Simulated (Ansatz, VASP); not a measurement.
**Two plane-wave programs on Li2O**

File POSCAR:

```
Li2O
1.0
    2.2864407179      2.2864407179      0.0000000000
   -2.2864407179      2.2864407179      0.0000000000
    0.0000000000      2.2864407179      2.2864407179
Li O
2 1
Direct
    0.2500000000      0.7500000000      0.5000000000
    0.7500000000      0.2500000000      0.5000000000
    0.0000000000      0.0000000000      0.0000000000
```

File INCAR.step1:

```
ALGO     = Normal         # electronic algorithm
EDIFF    = 1E-5           # SCF threshold, eV
ENCUT    = 830            # plane-wave cutoff, eV
GGA      = PE             # functional
GGA_COMPAT= F            
ISMEAR   = 0              # smearing method
LASPH    = T              # aspherical terms in the spheres
LCHARG   = F              # write CHGCAR
LREAL    = F              # projectors in reciprocal space
LWAVE    = T              # write WAVECAR
NBANDS   = 13             # bands
NELM     = 120            # most SCF steps
PREC     = Accurate       # precision mode
SIGMA    = 0.01           # smearing width, eV
```

INCAR.step2

```
ALGO     = Normal         # electronic algorithm
EDIFF    = 1E-6           # SCF threshold, eV
ENCUT    = 830            # plane-wave cutoff, eV
GGA_COMPAT= F            
ISIF     = 2              # what is computed and relaxed
ISMEAR   = 0              # smearing method
ISTART   = 1            
LASPH    = T              # aspherical terms in the spheres
LCHARG   = T              # write CHGCAR
LELF     = T              # ELF
LMIXTAU  = T            
LREAL    = F              # projectors in reciprocal space
LVHAR    = T            
LWAVE    = F              # write WAVECAR
METAGGA  = R2SCAN         # meta-GGA
NBANDS   = 13             # bands
NELM     = 120            # most SCF steps
PREC     = Accurate       # precision mode
SIGMA    = 0.01           # smearing width, eV
```

KPOINTS

```
k-points
0
Gamma
  8 8 8
```

Input for Ansatz:

```yaml
crystal:
  lattice:
    - [2.28644071789, 2.28644071789, 0.0]
    - [-2.28644071789, 2.28644071789, 0.0]
    - [0.0, 2.28644071789, 2.28644071789]
  atoms:
    - { symbol: Li, position: [0.25, 0.75, 0.5] }
    - { symbol: Li, position: [0.75, 0.25, 0.5] }
    - { symbol: O, position: [0.0, 0.0, 0.0] }
kpoints:
  mp_grid: { grid: [8, 8, 8] }
scf:
  occupations: { method: fixed }
hamiltonian:
  xc: r2scan
  pseudopotentials: { kind: paw }
output:
  forces: true
  stress: true
  eigenvalues: true
  eigenstates:
    nscf_kmesh: { grid: [12, 12, 12] }
    de_dk: true
    e_range: [-9, 15.76698826824]
checkpoint:
  write: ck
  write_wavefunctions: false
```

Alike in both runs: task single point; functional r2SCAN; k mesh 8 × 8 × 8; no spin polarisation.

```csv
,VASP,Ansatz
version,VASP 6.6.1,Ansatz 0.2.0
potentials or method,"VASP PAW PBE potentials, release 64 (Li_sv, O)","PAW with Ansatz's default frozen-core files, scalar-relativistic"
plane-wave cutoff (eV),830,500
occupations,"gaussian, width 0.01 eV",fixed
valence electrons in the cell,12,12
```

```csv
,VASP,Ansatz,Ansatz less VASP
gap on the k mesh at the Fermi level (eV),5.73,5.77,+0.036
pressure (GPa),0.2,0.0,-0.23
```

VASP's potentials were made for PBE, not for r2SCAN.
